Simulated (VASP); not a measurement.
SnO2:

```xyz
3
Lattice="0.0000 2.6246 2.6246 2.6246 0.0000 2.6246 2.6246 2.6246 0.0000" Properties=species:S:1:pos:R:3 pbc="T T T"
Sn    0.0000    0.0000    0.0000
O     3.9370    3.9370    3.9370
O     1.3123    1.3123    1.3123
```

This cell differs from its parent crystal: volume scaled by 1.06.

Base run:

```yaml
Program: VASP 6.6.1
Functional: PBE
Potentials_or_basis: VASP PAW PBE potentials, release 64 (Sn_d, O)
Cutoff: 520 eV
k_mesh: 9 × 9 × 9
Occupations: fermi-dirac, width 0.05 eV
Spin: no spin polarisation
```

Its results: band gap on the k mesh zero (band 13 reaches 6.49 eV, above the bottom of band 14 at 5.84 eV); pressure -9.4 GPa.

After a change of settings the same cell gave: band gap on the k mesh zero (band 13 reaches 6.17 eV, above the bottom of band 14 at 6.03 eV); pressure -17.7 GPa. Which change was it?
A. further incar settings from ALGO = Normal; EDIFF = 1e-07; NBANDS = 20 to ALGO = Normal; EDIFF = 1e-06; NBANDS = 20
B. functional from PBE to r2SCAN
C. functional from PBE to PBEsol; further incar settings from ALGO = Normal; EDIFF = 1e-07; NBANDS = 20 to ALGO = Normal; EDIFF = 1e-06; NBANDS = 20

B.

Caveats: spin-orbit coupling is left out, which moves the levels of the heavy elements; the PAW data sets were made with another functional, which shifts forces and pressure a little (some runs).
